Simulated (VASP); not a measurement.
Input of a VASP 6.6.1 run:

Contents of INCAR:

```
SYSTEM = Sn
  PREC = Accurate
  ENCUT = 520
  EDIFF = 1E-8
  ISMEAR = -1
  SIGMA = 0.05
  LREAL = .FALSE.
  LASPH = .TRUE.
  NELM = 100
  ALGO = Normal
  ISIF = 2
  LWAVE = .FALSE.
  LCHARG = .FALSE.
  GGA = PE
  LEFG = .TRUE.
  NBANDS = 21
```

Contents of KPOINTS:

```
regular mesh
0
G
  15 15 15
  0 0 0
```

The input POSCAR:

```
Sn
1.0
   -2.8764417908      2.8764417908      1.5691520944
    2.8764417908     -2.8764417908      1.5691520944
    2.8764417908      2.8764417908     -1.5691520944
Sn
2
Direct
    0.0000000000      0.0000000000      0.0000000000
    0.7500000000      0.2500000000      0.5000000000
```

Potentials or basis: VASP PAW PBE potentials, release 64 (Sn_d).

Command:

```sh
$ cat potpaw_PBE.64/Sn_d/POTCAR > POTCAR
$ mpirun -np 1 vasp_std > vasp.out
```

Question: What does it give for the band gap on the k mesh?

Answer: Zero (band 14 reaches 10.08 eV, above the bottom of band 15 at 5.54 eV).

Question: Estimate the pressure.

Answer: 5.3 GPa.

Electric field gradients, principal values (V/Å²):
```csv
atom,least,middle,greatest (by size)
1 Sn,-22.984,-22.985,45.969
2 Sn,-22.984,-22.985,45.969
```

Caveat: without QUAD_EFG the Cq values of the log hold for a quadrupole moment of 1 mb, not for the nuclei; spin-orbit coupling is left out, which moves the levels of the heavy elements.
